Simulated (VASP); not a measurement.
## Al: single point with r2SCAN

The system is Al.

```
CELL_PARAMETERS angstrom
0.00000 1.99669 1.99669
1.99669 0.00000 1.99669
1.99669 1.99669 0.00000
ATOMIC_POSITIONS crystal
Al 0.00000 0.00000 0.00000
```

* Program: VASP 6.6.1
* Task: single point
* Functional: r2SCAN
* Potentials or basis: VASP PAW PBE potentials, release 64 (Al)
* Cutoff: 520 eV
* k mesh: 22 × 22 × 22
* Occupations: fermi-dirac, width 0.1 eV
* Spin: no spin polarisation

| Property | Result |
| --- | --- |
| Pressure | -0.3 GPa |
| Band gap on the k mesh | zero (an odd number of electrons rules out a gap without spin polarisation) |

Levels at points of the mesh, in eV from the Fermi level:
```csv
k point,band 1,band 2,band 3,band 4,band 5
"(0.00, 0.00, 0.00)",-12.09,13.53,13.53,13.53,15.73
"(0.50, 0.00, 0.00)",-5.14,-4.58,12.26,12.26,12.73
"(0.50, 0.50, 0.00)",-3.24,-1.66,5.48,6.19,6.19
```

Run time: 44 s on 1 thread of Intel(R) Xeon(R) 6975P-C (Granite Rapids), with other jobs on the host, peak memory 0.16 GiB.

Caveat: the PAW data sets were made with another functional, which shifts forces and pressure a little.
